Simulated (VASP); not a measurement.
A run of VASP 6.6.1:

Contents of INCAR:

```
SYSTEM = MgS
ALGO     = Normal         ! electronic algorithm
EDIFF    = 1E-6           ! SCF threshold, eV
ENCUT    = 520            ! plane-wave cutoff, eV
GGA      = PE             ! functional
ISIF     = 2              ! what is computed and relaxed
ISMEAR   = 0              ! smearing method
LASPH    = .TRUE.         ! aspherical terms in the spheres
LCHARG   = .FALSE.        ! write CHGCAR
LREAL    = .FALSE.        ! projectors in reciprocal space
LWAVE    = .FALSE.        ! write WAVECAR
NBANDS   = 11             ! bands
NELM     = 60             ! most SCF steps
PREC     = Accurate       ! precision mode
SIGMA    = 0.017          ! smearing width, eV
```

The input KPOINTS:

```
k-points
0
G
  9 9 9
  0 0 0
```

The input POSCAR:

```
MgS
1.0
    0.0000000000      2.6016500000      2.6016500000
    2.6016500000      0.0000000000      2.6016500000
    2.6016500000      2.6016500000      0.0000000000
S Mg
1 1
Direct
    0.5000000000      0.5000000000      0.5000000000
    0.0000000000      0.0000000000      0.0000000000
```

Potentials or basis: VASP PAW PBE potentials, release 64 (S, Mg).

Launch:

```bash
$ cat potpaw_PBE.64/S/POTCAR potpaw_PBE.64/Mg/POTCAR > POTCAR
$ mpirun -np 1 vasp_std > vasp.out
```

Hardware: 1 thread of Intel(R) Xeon(R) Platinum 8375C CPU @ 2.90GHz (Ice Lake) (shared host).

Q: How long does it take, and how much memory?

A: It took 9.5 s on 1 thread of Intel(R) Xeon(R) Platinum 8375C CPU @ 2.90GHz (Ice Lake), on a shared host, peak memory 0.16 GiB. Counts: scf iterations 12, k points 35.
